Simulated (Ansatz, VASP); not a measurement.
# One calculation of CuPt2, two programs

```
Cu Pt
1.0
     4.42599    0.00000    0.00000
    -2.21300    3.83302    0.00000
     0.00000    0.00000    2.69525
Cu Pt
1 2
Cartesian
  0.0000 0.0000 0.0000
  0.0000 2.5553 1.3476
  2.2130 1.2777 1.3476
```

Alike in both runs: task relaxation of cell and atoms; functional PBE; k mesh 12 × 12 × 18; occupations gaussian, width 0.1 eV; no spin polarisation.

|  | VASP | Ansatz |
| --- | --- | --- |
| version | VASP 6.6.1 | Ansatz 0.2.0 |
| potentials or method | VASP PAW PBE potentials, release 64 (Cu, Pt), cutoff 600 eV | scalar-relativistic, plane waves, PAW |
| valence electrons in the cell | 31 | 55 |

VASP gave:

| Quantity | Value |
| --- | --- |
| gap on the k mesh at the Fermi level, each at its own relaxed structure (eV) | none |
| relaxed volume (Å³/atom) | 15.22 |
| relaxed cell length with the largest relative difference (Å) | 2.699 |

Question: Estimate Ansatz's values.

Answer: gap on the k mesh at the Fermi level, each at its own relaxed structure (eV): none; relaxed volume (Å³/atom): 15.24; relaxed cell length with the largest relative difference (Å): 2.700.

A gap of «none» marks a metal or a gap that the smearing closes. VASP's potentials hold 31 valence electrons a cell and Ansatz's 55, so a difference there can come from the potentials and not from the codes.

Neither program's run includes spin-orbit coupling.
